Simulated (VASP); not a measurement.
# TiC (Fmmm) in VASP: notebook, part 2 of 2

VASP 6.6.1. Earlier steps stand in the parts before.

## 4. Single point, PBE (strain +0.0250 x Voigt [1, -1, 0, 0, 0, 0])

File INCAR:

```
SYSTEM = TiC
PREC = Accurate ; ENCUT = 520
EDIFF = 1E-6 ; ISMEAR = 0
SIGMA = 0.15 ; LREAL = .False.
LASPH = .True. ; NELM = 100
ALGO = Normal ; ISIF = 2
LWAVE = .False. ; LCHARG = .False.
GGA = PE ; NBANDS = 15
```

File KPOINTS:

```
Automatic mesh
0
Gamma
  18 18 18
  0 0 0
```

File POSCAR:

```
TiC
1.0
    0.0000000000      2.1099000000      2.1640000000
    2.2181000000      0.0000000000      2.1640000000
    2.2181000000      2.1099000000      0.0000000000
Ti C
1 1
Direct
    0.0000000000      0.0000000000      0.0000000000
    0.5000000000      0.5000000000      0.5000000000
```

Potentials or basis: VASP PAW PBE potentials, release 64 (Ti_sv, C).

Run with:

```console
$ cat potpaw_PBE.64/Ti_sv/POTCAR potpaw_PBE.64/C/POTCAR > POTCAR
$ mpirun -np 1 vasp_std > vasp.out
```

OUTCAR:

```text
SYSTEM = TiC
   PREC = Accurate
   ENCUT = 520
   EDIFF = 1E-6
   ISMEAR = 0
   LREAL = .False.
   LASPH = .True.
   NELM = 100
   ISIF = 2
   GGA = PE

 ion  position               nearest neighbor table
   1  0.000  0.000  0.000-   2 2.11   2 2.11   2 2.16   2 2.16   2 2.22   2 2.22
   2  0.500  0.500  0.500-   1 2.11   1 2.11   1 2.16   1 2.16   1 2.22   1 2.22

  LATTYP: Found a face centered orthorhombic cell.
 ALAT       =     4.2198000000
 B/A-ratio  =     1.0256410256
 C/A-ratio  =     1.0512820513

  Lattice vectors:

 A1 = (  -2.2181000000,   0.0000000000,  -2.1640000000)
 A2 = (  -2.2181000000,   2.1099000000,   0.0000000000)
 A3 = (   0.0000000000,   2.1099000000,  -2.1640000000)

Analysis of symmetry for initial positions (statically):
=====================================================================
 Subroutine PRICEL returns:
 Original cell was already a primitive cell.

 Routine SETGRP: Setting up the symmetry group for a
 face centered orthorhombic supercell.

 Subroutine GETGRP returns: Found  8 space group operations
 (whereof  8 operations were pure point group operations)
 out of a pool of  8 trial point group operations.

The static configuration has the point symmetry D_2h.
[... 169 lines left out ...]
  band No.  band energies     occupation
      1     -47.1247      2.00000
      2     -23.1858      2.00000
      3     -23.1442      2.00000
      4     -23.1152      2.00000
      5      -2.9639      2.00000
      6       9.9658      0.00000
      7      10.1523      0.00000
      8      10.3341      0.00000
      9      10.9847      0.00000
     10      11.0361      0.00000
     11      11.1262      0.00000
     12      11.2287      0.00000
     13      11.3084      0.00000
     14      20.0244      0.00000
[... 401 lines left out ...]
      2     -23.3937      2.00000
      3     -23.2017      2.00000
      4     -23.1496      2.00000
      5      -1.6888      2.00000
      6       6.7989      2.00000
      7       7.6643      2.00000
      8       7.9194      2.00000
      9      10.9840      0.00000
     10      11.3927      0.00000
     11      12.3790      0.00000
     12      14.5999      0.00000
     13      15.6625      0.00000
     14      20.7849      0.00000
     15      23.7110      0.00000

 [... further k-points ...]
[... 5 lines left out ...]
  --------------------------------------------------------------------------------------
  -------------------------------------------------------------------------------------
  Total       -0.9470246      1.5981419      0.1566675      0.0000000      0.0000000      0.0000000
  in kB      -74.9103080    126.4141441     12.3925079      0.0000000      0.0000000      0.0000000
  external PRESSURE =      21.2987813 kB  Pullay stress =       0.0000000 kB

 VOLUME and BASIS-vectors are now :
 -----------------------------------------------------------------------------
  energy-cutoff  :      520.00
  volume of cell :       20.25
      direct lattice vectors                 reciprocal lattice vectors
     0.000000000  2.109900000  2.164000000    -0.225418151  0.236978056  0.231053604
     2.218100000  0.000000000  2.164000000     0.225418151 -0.236978056  0.231053604
     2.218100000  2.109900000  0.000000000     0.225418151  0.236978056 -0.231053604

 POSITION                                       TOTAL-FORCE (eV/Angst)
 -----------------------------------------------------------------------------------
      0.00000      0.00000      0.00000        -0.000000      0.000000      0.000000
      2.21810      2.10990      2.16400         0.000000     -0.000000      0.000000
 -----------------------------------------------------------------------------------
    total drift:                                0.000000     -0.000000     -0.000000

  FREE ENERGIE OF THE ION-ELECTRON SYSTEM (eV)
  ---------------------------------------------------
  free  energy   TOTEN  =       -18.6789090753 eV

  energy  without entropy=      -18.6755257309  energy(sigma->0) =      -18.67721740
```

OSZICAR:

```text
N       E                     dE             d eps       ncg     rms          rms(c)
DAV:   1     0.118124450860E+03    0.11812E+03   -0.79688E+03 26040   0.128E+03
DAV:   2    -0.166828508147E+02   -0.13481E+03   -0.12630E+03 28064   0.333E+02
DAV:   3    -0.240408280956E+02   -0.73580E+01   -0.72497E+01 33641   0.770E+01
DAV:   4    -0.242729888912E+02   -0.23216E+00   -0.23194E+00 32923   0.126E+01
DAV:   5    -0.242786401617E+02   -0.56513E-02   -0.56505E-02 33715   0.175E+00    0.184E+01
DAV:   6    -0.192958653453E+02    0.49828E+01   -0.11855E+01 36983   0.563E+01    0.692E+00
DAV:   7    -0.187132766051E+02    0.58259E+00   -0.21364E+00 30537   0.207E+01    0.496E+00
DAV:   8    -0.186881295164E+02    0.25147E-01   -0.10873E-01 29804   0.358E+00    0.331E+00
DAV:   9    -0.186821699539E+02    0.59596E-02   -0.91511E-02 35151   0.410E+00    0.741E-01
DAV:  10    -0.186807156051E+02    0.14543E-02   -0.11112E-02 34976   0.139E+00    0.602E-01
DAV:  11    -0.186789958737E+02    0.17197E-02   -0.28584E-03 30024   0.756E-01    0.143E-01
DAV:  12    -0.186789149184E+02    0.80955E-04   -0.25421E-04 33287   0.179E-01    0.343E-02
DAV:  13    -0.186789088545E+02    0.60639E-05   -0.31942E-05 30486   0.559E-02    0.683E-03
DAV:  14    -0.186789090753E+02   -0.22074E-06   -0.65998E-07 21917   0.723E-03
   1 F= -.18678909E+02 E0= -.18677217E+02  d E =-.338334E-02
```

stdout:

```text
POSCAR found type information on POSCAR TiC
 POSCAR found :  2 types and       2 ions
 scaLAPACK will be used
 LDA part: xc-table for (Slater+PW92), standard interpolation
 POSCAR, INCAR and KPOINTS ok, starting setup
 FFT: planning ... GRIDC
 FFT: planning ... GRID_SOFT
 FFT: planning ... GRID
 WAVECAR not read
 entering main loop
```

It took 2.7 min on 1 thread of AMD EPYC 9R45 (Zen 5), shared host; peak memory 0.33 GiB.

What came out:

| Property | Result |
| --- | --- |
| Free energy | -18.6789 eV |
| Pressure | 2.1 GPa |
| Band gap on the k mesh | zero (bands 8 and 9 overlap by 1.54 eV) |

Stress tensor (GPa, compression positive):
```
-7.49  0.00  0.00
 0.00 12.64  0.00
 0.00  0.00  1.24
```

Caveat: the cell differs from its parent crystal (strain +0.0250 x Voigt [1, -1, 0, 0, 0, 0]).

## 5. Single point, PBE (strain +0.0150 x Voigt [1, -1, 0, 0, 0, 0])

INCAR: that of step 4 with these lines changed.

```diff
@@ -4,3 +4,3 @@
 SIGMA = 0.15 ; LREAL = .False.
-LASPH = .True. ; NELM = 100
+LASPH = .True. ; NELM = 60
 ALGO = Normal ; ISIF = 2
```

KPOINTS is that of step 4.

File POSCAR:

```
TiC
1.0
    0.0000000000      2.1315400000      2.1640000000
    2.1964600000      0.0000000000      2.1640000000
    2.1964600000      2.1315400000      0.0000000000
Ti C
1 1
Direct
    0.0000000000      0.0000000000      0.0000000000
    0.5000000000      0.5000000000      0.5000000000
```

Run with:

```console
$ cat potpaw_PBE.64/Ti_sv/POTCAR potpaw_PBE.64/C/POTCAR > POTCAR
$ mpirun -np 1 vasp_std > vasp.out
```

Wall time 2.2 min (1 thread of AMD EPYC 9R45 (Zen 5), shared host); peak memory 0.33 GiB.

Results (log left out):

```
Free energy            : -18.6993 eV
Pressure               : 1.5 GPa
Band gap on the k mesh : zero (bands 8 and 9 overlap by 1.36 eV)
```

Stress tensor (GPa, compression positive):
```
-4.38  0.00  0.00
 0.00  7.61  0.00
 0.00  0.00  1.13
```

Levels at points of the mesh, in eV from the Fermi level:
| k point | band 4 | band 5 | band 6 | band 7 | band 8 | band 9 | band 10 | band 11 | band 12 | band 13 |
| --- | --- | --- | --- | --- | --- | --- | --- | --- | --- | --- |
| (0.00, 0.00, 0.00) | -32.59 | -12.42 | 0.58 | 0.69 | 0.80 | 1.61 | 1.62 | 1.67 | 1.73 | 1.80 |
| (0.50, 0.00, 0.00) | -32.64 | -8.92 | -5.86 | -2.94 | -2.89 | 2.86 | 2.98 | 4.11 | 7.98 | 8.21 |
| (0.50, 0.50, 0.00) | -32.78 | -10.13 | -3.44 | -1.63 | -0.05 | -0.03 | 2.70 | 3.42 | 3.61 | 5.82 |
| (0.50, 0.00, 0.50) | -32.80 | -10.11 | -3.27 | -1.65 | -0.15 | -0.15 | 2.71 | 3.48 | 3.58 | 5.96 |
| (0.00, 0.50, 0.50) | -32.75 | -10.17 | -3.60 | -1.60 | 0.06 | 0.08 | 2.70 | 3.46 | 3.55 | 5.68 |

Caveat: the cell differs from its parent crystal (strain +0.0150 x Voigt [1, -1, 0, 0, 0, 0]).

## 6. Single point, PBE (strain +0.0050 x Voigt [1, -1, 0, 0, 0, 0])

File INCAR:

```
SYSTEM = TiC
ALGO = Normal
EDIFF = 1E-6
ENCUT = 520
GGA = PE
ISIF = 2
ISMEAR = 0
LASPH = .True.
LCHARG = .False.
LREAL = .False.
LWAVE = .False.
NBANDS = 15
NELM = 60
PREC = Accurate
SIGMA = 0.15
```

File KPOINTS:

```
k-points
0
Gamma
  18 18 18
  0 0 0
```

File POSCAR:

```
TiC
1.0
    0.0000000000      2.1531800000      2.1640000000
    2.1748200000      0.0000000000      2.1640000000
    2.1748200000      2.1531800000      0.0000000000
Ti C
1 1
Direct
    0.0000000000      0.0000000000      0.0000000000
    0.5000000000      0.5000000000      0.5000000000
```

Potentials or basis: VASP PAW PBE potentials, release 64 (Ti_sv, C).

Run with:

```console
$ cat potpaw_PBE.64/Ti_sv/POTCAR potpaw_PBE.64/C/POTCAR > POTCAR
$ mpirun -np 1 vasp_std > vasp.out
```

Wall time 6 min (1 thread of Intel Xeon 8259CL, shared host); peak memory 0.37 GiB.

The run converged. Its results:

- Free energy: -18.7094 eV
- Pressure: 1.1 GPa
- Band gap on the k mesh: zero (bands 8 and 9 overlap by 1.19 eV)

Stress tensor (GPa, compression positive):
```
-0.87  0.00  0.00
 0.00  3.12  0.00
 0.00  0.00  1.07
```

Levels at points of the mesh, in eV from the Fermi level:
| k point | band 6 | band 7 | band 8 | band 9 | band 10 | band 11 |
| --- | --- | --- | --- | --- | --- | --- |
| (0.00, 0.00, 0.00) | 0.65 | 0.69 | 0.72 | 1.65 | 1.67 | 1.68 |
| (0.50, 0.00, 0.00) | -5.85 | -2.92 | -2.90 | 2.90 | 2.94 | 4.10 |
| (0.50, 0.50, 0.00) | -3.44 | -1.63 | -0.04 | -0.04 | 2.71 | 3.49 |
| (0.50, 0.00, 0.50) | -3.39 | -1.64 | -0.08 | -0.08 | 2.71 | 3.51 |
| (0.00, 0.50, 0.50) | -3.49 | -1.62 | 0.00 | 0.00 | 2.71 | 3.50 |

Caveat: the cell differs from its parent crystal (strain +0.0050 x Voigt [1, -1, 0, 0, 0, 0]).

## 7. The runs side by side

```tsv
cell	gap on the mesh (eV)	pressure (GPa)
a = 3.091, b = 3.030, c = 3.061 Å, angles 61.0, 59.0, 60.0°, 2 atoms	none	1.8
a = 3.045, b = 3.076, c = 3.061 Å, angles 59.5, 60.5, 60.0°, 2 atoms	none	1.2
a = 3.022, b = 3.099, c = 3.061 Å, angles 58.8, 61.2, 60.0°, 2 atoms	none	2.1
a = 3.037, b = 3.083, c = 3.061 Å, angles 59.3, 60.7, 60.0°, 2 atoms	none	1.5
a = 3.053, b = 3.068, c = 3.060 Å, angles 59.8, 60.2, 60.0°, 2 atoms	none	1.1
```

Alike in all rows: task single point; level PBE; potentials or basis VASP PAW PBE potentials, release 64 (Ti_sv, C); no spin polarisation; k mesh 18 × 18 × 18; cutoff (eV) 520; smearing gaussian 0.15 eV.

Total energies depend on the potentials used, so only differences within one code and one set of settings carry meaning.
